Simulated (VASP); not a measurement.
# GeW (Fm-3m) in VASP: settings compared

Aim: see how the results for GeW move with the level of theory and the settings. Levels: HSE06, PBE-based screened hybrid with 25 % exact exchange. Tasks: single point.

All numbers are computed with VASP 6.6.1; they aren't measurements. Logs are shortened: lines on timing, memory, paths and dates and some standing lists are left out, and cuts for length are marked.

## 1. The cell of the first run

The structure is cubic, space group Fm-3m (No. 225). The conventional cell has a = 5.105 Å, b = 5.105 Å, c = 5.105 Å, α = 90.00°, β = 90.00°, γ = 90.00°. Within 3.4 Å of Ge (site symmetry m-3m) lie 6 W at 2.55 Å. Within 3.4 Å of W (site symmetry m-3m) lie 6 Ge at 2.55 Å.

## 2. Single point, HSE06

The input, POSCAR:

```
GeW
1.0
    0.0000000000      2.5526677348      2.5526677348
    2.5526677348      0.0000000000      2.5526677348
    2.5526677348      2.5526677348      0.0000000000
Ge W
1 1
Direct
    0.5000000000      0.5000000000      0.5000000000
    0.0000000000      0.0000000000      0.0000000000
```

The input, INCAR.step1:

```
PREC = Accurate ; ENCUT = 520
EDIFF = 1E-5 ; ISMEAR = -1
SIGMA = 0.05 ; LREAL = False
LASPH = True ; NELM = 100
ALGO = Normal ; ISIF = 2
LWAVE = True ; LCHARG = False
NBANDS = 21 ; GGA = PE
```

The input, INCAR.step2:

```
PREC = Accurate ; ENCUT = 520
EDIFF = 1E-7 ; ISMEAR = -1
SIGMA = 0.05 ; LREAL = False
LASPH = True ; NELM = 100
ALGO = Normal ; ISIF = 2
LWAVE = False ; LCHARG = False
GGA = PE ; LHFCALC = True
HFSCREEN = 0.2079 ; PRECFOCK = Normal
NBANDS = 21 ; ISTART = 1
```

The input, KPOINTS:

```
regular mesh
0
Gamma
  5 5 5
```

Potentials or basis: VASP PAW PBE potentials, release 64 (Ge_d, W_sv).

The run is started by

```bash
cat potpaw_PBE.64/Ge_d/POTCAR potpaw_PBE.64/W_sv/POTCAR > POTCAR
cp INCAR.step1 INCAR
mpirun -np 1 vasp_std > vasp.out
cp INCAR.step2 INCAR
mpirun -np 1 vasp_std > vasp.out
```

OUTCAR:

```text
PREC = Accurate
   ENCUT = 520
   EDIFF = 1E-7
   ISMEAR = -1
   LREAL = False
   LASPH = True
   NELM = 100
   ISIF = 2
   GGA = PE
   LHFCALC = True
   HFSCREEN = 0.2079
   PRECFOCK = Normal
   ISTART = 1

 ion  position               nearest neighbor table
   1  0.500  0.500  0.500-   2 2.55   2 2.55   2 2.55   2 2.55   2 2.55   2 2.55
   2  0.000  0.000  0.000-   1 2.55   1 2.55   1 2.55   1 2.55   1 2.55   1 2.55

  LATTYP: Found a face centered cubic cell.
 ALAT       =     5.1053354696

  Lattice vectors:

 A1 = (   0.0000000000,   2.5526677348,   2.5526677348)
 A2 = (   2.5526677348,   0.0000000000,   2.5526677348)
 A3 = (   2.5526677348,   2.5526677348,   0.0000000000)

Analysis of symmetry for initial positions (statically):
=====================================================================
 Subroutine PRICEL returns:
 Original cell was already a primitive cell.

 Routine SETGRP: Setting up the symmetry group for a
 face centered cubic supercell.

 Subroutine GETGRP returns: Found 48 space group operations
 (whereof 48 operations were pure point group operations)
 out of a pool of 48 trial point group operations.

The static configuration has the point symmetry O_h .

Analysis of symmetry for dynamics (positions and initial velocities):
=====================================================================
 Subroutine PRICEL returns:
 Original cell was already a primitive cell.

 Routine SETGRP: Setting up the symmetry group for a
 face centered cubic supercell.

 Subroutine GETGRP returns: Found 48 space group operations
 (whereof 48 operations were pure point group operations)
 out of a pool of 48 trial point group operations.

The dynamic configuration has the point symmetry O_h .

 Subroutine INISYM returns: Found 48 space group operations
 (whereof 48 operations are pure point group operations),
 and found     1 'primitive' translations

----------------------------------------------------------------------------------------

                                     Primitive cell

  volume of cell :      33.2669

  direct lattice vectors                    reciprocal lattice vectors
     0.000000000  2.552667735  2.552667735    -0.195873514  0.195873514  0.195873514
     2.552667735  0.000000000  2.552667735     0.195873514 -0.195873514  0.195873514
     2.552667735  2.552667735  0.000000000     0.195873514  0.195873514 -0.195873514

  length of vectors
     3.610017331  3.610017331  3.610017331     0.339262879  0.339262879  0.339262879

  position of ions in fractional coordinates (direct lattice)
     0.500000000  0.500000000  0.500000000
     0.000000000  0.000000000  0.000000000

  ion indices of the primitive-cell ions
   primitive index   ion index
                 1           1
                 2           2

----------------------------------------------------------------------------------------

 KPOINTS: regular mesh

Automatic generation of k-mesh.
 Grid dimensions read from file:
 generate k-points for:    5    5    5

 Generating k-lattice:

  Cartesian coordinates                     Fractional coordinates (reciprocal lattice)
    -0.039174703  0.039174703  0.039174703     0.200000000  0.000000000  0.000000000
     0.039174703 -0.039174703  0.039174703     0.000000000  0.200000000  0.000000000
     0.039174703  0.039174703 -0.039174703     0.000000000  0.000000000  0.200000000

  Length of vectors
     0.067852576  0.067852576  0.067852576

  Shift w.r.t. Gamma in fractional coordinates (k-lattice)
     0.000000000  0.000000000  0.000000000

 Subroutine IBZKPT returns following result:
 ===========================================

 Found     10 irreducible k-points:

 Following reciprocal coordinates:
            Coordinates               Weight
  0.000000  0.000000  0.000000      1.000000
  0.200000  0.000000  0.000000      8.000000
  0.400000  0.000000  0.000000      8.000000
  0.200000  0.200000  0.000000      6.000000
  0.400000  0.200000  0.000000     24.000000
 -0.400000  0.200000  0.000000     24.000000
 -0.200000  0.200000  0.000000     12.000000
  0.400000  0.400000  0.000000      6.000000
 -0.400000  0.400000  0.000000     12.000000
 -0.400000  0.400000  0.200000     24.000000
   k-points           NKPTS =     10   k-points in BZ     NKDIM =    125   number of bands    NBANDS=     21
   number of dos      NEDOS =    301   number of ions     NIONS =      2
   total plane-waves  NPLWV =  21952
   dimension x,y,z NGX =    28 NGY =   28 NGZ =   28
   dimension x,y,z NGXF=    56 NGYF=   56 NGZF=   56
   ions per type =               1   1
   NGX,Y,Z   is equivalent  to a cutoff of  12.89, 12.89, 12.89 a.u.
   NGXF,Y,Z  is equivalent  to a cutoff of  25.79, 25.79, 25.79 a.u.
 SYSTEM =  unknown system
   PREC   = accura    normal or accurate (medium, high low for compatibility)
   ISTART =      1    job   : 0-new  1-cont  2-samecut
   ICHARG =      0    charge: 1-file 2-atom 10-const
   ISPIN  =      1    spin polarized calculation?
   LNONCOLLINEAR =      F non collinear calculations
   LSORBIT =      F    spin-orbit coupling
   LASPH  =      T    aspherical Exc in radial PAW
   ENCUT  =  520.0 eV  38.22 Ry    6.18 a.u.   6.71  6.71  6.71*2*pi/ulx,y,z
   NELM   =    100;   NELMIN=  2; NELMDL=  0     # of ELM steps
   EDIFF  = 0.1E-06   stopping-criterion for ELM
   LREAL  =      F    real-space projection
   EDIFFG = 0.1E-05   stopping-criterion for IOM
   NSW    =      0    number of steps for IOM
   IBRION =     -1    ionic relax: 0-MD 1-quasi-New 2-CG
   NFREE  =      0    steps in history (QN), initial steepest desc. (CG)
   ISIF   =      2    stress and relaxation
   ISYM   =      3    0-nonsym 1-usesym 2-fastsym
   POTIM  = 0.5000    time-step for ionic-motion
   TEBEG  =    0.0;   TEEND  =   0.0 temperature during run
   PSTRESS=    0.0 pullay stress
   NELECT =      28.0000    total number of electrons
   NUPDOWN=      -1.0000    fix difference up-down
   EMIN   =  10.00;   EMAX   =-10.00  energy-range for DOS
   EFERMI =   0.00;   METHOD = LEGACY
   ISMEAR =    -1;   SIGMA  =   0.05  broadening in eV -4-tet -1-fermi 0-gaus
   EFERMI_NEDOS =   21; number of points for ismear=-14 and -15
   IALGO  =     38    algorithm
   IMIX   =      1    mixing-type and parameters
     AMIX     =   0.40;   BMIX     =  1.00
     AMIX_MAG =   1.60;   BMIX_MAG =  1.00
  volume/ion in A,a.u.               =      16.63       112.25
  Fermi-wavevector in a.u.,A,eV,Ry     =   1.545693  2.920936 32.506586  2.389167
  Thomas-Fermi vector in A             =   2.651035
   LORBIT       =      0    0 simple, 1 ext, 2 COOP (PROOUT), +10 PAW based schemes
   GGA     = PE    functional components
   LHFCALC =     T    Hartree Fock is set to
   PRECFOCK=normal    Normal, Fast or Accurate (Low or Medium for compatibility)
   ENCUT4O =  -1.0   cutoff for four orbital integrals eV
   NKREDX  =     1    reduce k-point grid by
   NKREDY  =     1    reduce k-point grid by
   NKREDZ  =     1    reduce k-point grid by
   AEXX    =    0.2500 exact exchange contribution
   HFSCREEN=    0.2079 screening length (either q_TF or 0.3 A-1)
   HFSCREENC=   0.2079 screening length for correlation (either q_TF or 0.3 A-1)
   ENCUTFOCK=  -1.0 apply spherical cutoff to Coloumb kernel
   IVDW    =     0    specifies the selected vdW correction
   LEPSILON=     F    determine dielectric tensor
   LRPA    =     F    only Hartree local field effects (RPA)
 non-spin polarized calculation
  energy-cutoff  :      520.00
  volume of cell :       33.27
 maximum number of plane-waves:       914
  NGX = 24; NGY = 24; NGZ = 24

 number of electron      27.9999985 magnetization

 Free energy of the ion-electron system (eV)
  ---------------------------------------------------
  ext. energy  EPLUGINS =         0.00000000
  ---------------------------------------------------
  free energy    TOTEN  =       -18.28664446 eV

  energy without entropy =      -18.26258625  energy(sigma->0) =      -18.27461536

 E-fermi :   9.7443     XC(G=0): -10.2771

 val. band max:        9.7439211897   @ k =   0.4000   0.0000   0.0000
 cond. band min:       9.8326446669   @ k =  -0.2000   0.2000   0.0000
 fundamental gap:      0.0887234772
 Fermi energy:         9.7443411719

 k-point     1 :       0.0000    0.0000    0.0000
  band No.  band energies     occupation
      1     -69.2945      2.00000
      2     -32.0249      2.00000
      3     -32.0249      2.00000
      4     -32.0249      2.00000
      5     -18.4763      2.00000
      6     -18.4763      2.00000
[... 13 lines left out ...]
     20      18.3821      0.00000
     21      25.9321      0.00000

 k-point     2 :       0.2000    0.0000    0.0000
  band No.  band energies     occupation
      1     -69.2926      2.00000
      2     -32.0848      2.00000
      3     -32.0373      2.00000
      4     -32.0373      2.00000
      5     -18.4606      2.00000
      6     -18.4606      2.00000
[... 13 lines left out ...]
     20      20.6171      0.00000
     21      22.5593      0.00000

 k-point     3 :       0.4000    0.0000    0.0000
  band No.  band energies     occupation
      1     -69.2894      2.00000
      2     -32.1802      2.00000
      3     -32.0576      2.00000
      4     -32.0576      2.00000
      5     -18.4359      2.00000
      6     -18.4359      2.00000
[... 13 lines left out ...]
     20      19.5972      0.00000
     21      19.5972      0.00000
[... 121 lines left out ...]
 k-point     9 :      -0.4000    0.4000    0.0000
  band No.  band energies     occupation
      1     -69.2870      2.00000
      2     -32.1674      2.00000
      3     -32.1197      2.00000
      4     -32.0889      2.00000
      5     -18.4634      2.00000
      6     -18.4511      2.00000
[... 13 lines left out ...]
     20      21.5643      0.00000
     21      23.1459      0.00000

 k-point    10 :      -0.4000    0.4000    0.2000
  band No.  band energies     occupation
      1     -69.2875      2.00000
      2     -32.1565      2.00000
      3     -32.1197      2.00000
      4     -32.0868      2.00000
      5     -18.4616      2.00000
      6     -18.4402      2.00000
[... 13 lines left out ...]
     20      21.0377      0.00000
     21      21.2429      0.00000

------------------------ aborting loop because EDIFF is reached ----------------------------------------

  FORCE on cell =-STRESS in cart. coord.  units (eV):
  Direction    XX          YY          ZZ          XY          YZ          ZX
  --------------------------------------------------------------------------------------
  -------------------------------------------------------------------------------------
  Total        0.0081375      0.0081375      0.0081375      0.0000000      0.0000000     -0.0000000
  in kB        0.3919139      0.3919139      0.3919139      0.0000000      0.0000000     -0.0000000
  external PRESSURE =       0.3919139 kB  Pullay stress =       0.0000000 kB

 VOLUME and BASIS-vectors are now :
 -----------------------------------------------------------------------------
  energy-cutoff  :      520.00
  volume of cell :       33.27
      direct lattice vectors                 reciprocal lattice vectors
     0.000000000  2.552667735  2.552667735    -0.195873514  0.195873514  0.195873514
     2.552667735  0.000000000  2.552667735     0.195873514 -0.195873514  0.195873514
     2.552667735  2.552667735  0.000000000     0.195873514  0.195873514 -0.195873514

 POSITION                                       TOTAL-FORCE (eV/Angst)
 -----------------------------------------------------------------------------------
      2.55267      2.55267      2.55267        -0.000000     -0.000000      0.000000
      0.00000      0.00000      0.00000         0.000000      0.000000      0.000000
 -----------------------------------------------------------------------------------
    total drift:                               -0.000000     -0.000000     -0.000000

  FREE ENERGIE OF THE ION-ELECTRON SYSTEM (eV)
  ---------------------------------------------------
  free  energy   TOTEN  =       -18.2866444590 eV

  energy  without entropy=      -18.2625862526  energy(sigma->0) =      -18.27461536
```

It took 44 min on 1 thread of Intel Xeon Platinum 8488C (Sapphire Rapids), shared host; peak memory 0.28 GiB.

Results:

```
Free energy            : -18.2866 eV
Pressure               : 0.0 GPa
Band gap on the k mesh : zero (bands 14 and 15 overlap by 1.74 eV)
```

Caveat: the k points lie up to 0.43 Å⁻¹ apart, too coarse for converged energies and pressures of a metal; the PAW data sets were made with another functional, which shifts forces and pressure a little; spin-orbit coupling is left out, which moves the levels of the heavy elements.

## 3. Single point, PBE-based screened hybrid with 25 % exact exchange

This run uses another cell than the first one, of 16.69 Å³/atom.

The input, POSCAR:

```
GeW
1.0
    0.0000000000      2.5556799162      2.5556799162
    2.5556799162      0.0000000000      2.5556799162
    2.5556799162      2.5556799162      0.0000000000
Ge W
1 1
Direct
    0.5000000000      0.5000000000      0.5000000000
    0.0000000000      0.0000000000      0.0000000000
```

The input, INCAR.step1:

```
SYSTEM = GeW
ALGO = Normal
EDIFF = 1E-5
ENCUT = 520
GGA = PE
ISIF = 2
ISMEAR = -1
LASPH = .TRUE.
LCHARG = .FALSE.
LREAL = .FALSE.
LWAVE = .TRUE.
NBANDS = 21
NELM = 100
PREC = Accurate
SIGMA = 0.05
```

The input, INCAR.step2:

```
SYSTEM = GeW
AEXX = 0.25
ALGO = Normal
EDIFF = 1E-6
ENCUT = 520
GGA = PE
HFSCREEN = 0.3
ISIF = 2
ISMEAR = -1
ISTART = 1
LASPH = .TRUE.
LCHARG = .FALSE.
LHFCALC = .TRUE.
LREAL = .FALSE.
LWAVE = .FALSE.
NBANDS = 21
NELM = 100
PREC = Accurate
PRECFOCK = Normal
SIGMA = 0.05
```

The input, KPOINTS:

```
k-points
0
G
  5 5 5
  0 0 0
```

Potentials or basis: VASP PAW PBE potentials, release 64 (Ge_d, W_sv).

The run is started by

```bash
cat potpaw_PBE.64/Ge_d/POTCAR potpaw_PBE.64/W_sv/POTCAR > POTCAR
cp INCAR.step1 INCAR
mpirun -np 1 vasp_std > vasp.out
cp INCAR.step2 INCAR
mpirun -np 1 vasp_std > vasp.out
```

Wall time 37 min (1 thread of Intel Xeon Platinum 8488C (Sapphire Rapids), shared host); peak memory 0.28 GiB.

Results (log left out):

- Free energy: -17.7385 eV
- Pressure: 0.1 GPa
- Band gap on the k mesh: zero (bands 14 and 15 overlap by 1.62 eV)

Levels at points of the mesh, in eV from the Fermi level:
```csv
k point,band 11,band 12,band 13,band 14,band 15,band 16,band 17,band 18
"(0.00, 0.00, 0.00)",-2.27,-2.27,-2.27,-1.48,-1.48,2.34,2.34,2.34
```

Caveat: the k points lie up to 0.43 Å⁻¹ apart, too coarse for converged energies and pressures of a metal; the PAW data sets were made with another functional, which shifts forces and pressure a little; spin-orbit coupling is left out, which moves the levels of the heavy elements.
